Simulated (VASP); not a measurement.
A run of VASP 6.6.1 is set up as follows.

INCAR

```
SYSTEM = Sn3Se2
ALGO = Normal
EDIFF = 1E-6
ENCUT = 520
GGA = PE
ISIF = 2
ISMEAR = 0
LASPH = .True.
LCHARG = .False.
LREAL = .False.
LWAVE = .False.
NBANDS = 65
NELM = 80
PREC = Accurate
SIGMA = 0.2
```

Contents of KPOINTS:

```
k-points
0
Gamma
  6 6 2
  0 0 0
```

File POSCAR:

```
Sn3Se2
1.0
    4.2820878433      0.0000000000      0.0000000000
    0.0000000000      4.2820878433      0.0000000000
    0.0000000000      0.0000000000     15.5643677969
Sn Se
6 4
Direct
    1.0000000000      0.5000000000      0.3940187242
    0.0000000000      0.5000000000      0.7933232115
    0.5000000000      0.0000000000      0.6059812758
    0.5000000000      0.0000000000      0.2066767885
    0.5000000000      0.5000000000      0.0000000000
    1.0000000000      0.0000000000      0.0000000000
    0.0000000000      0.5000000000      0.6111800404
    1.0000000000      0.5000000000      0.2136357665
    0.5000000000      1.0000000000      0.3888199596
    0.5000000000      0.0000000000      0.7863642335
```

Potentials or basis: VASP PAW PBE potentials, release 64 (Sn_d, Se).

The run is started by

```sh
$ cat potpaw_PBE.64/Sn_d/POTCAR potpaw_PBE.64/Se/POTCAR > POTCAR
$ mpirun -np 1 vasp_std > vasp.out
```

(1) Estimate the pressure.

(2) Estimate the largest force.

Results:

(1) 0.0 GPa.

(2) 0.042 eV/Å.
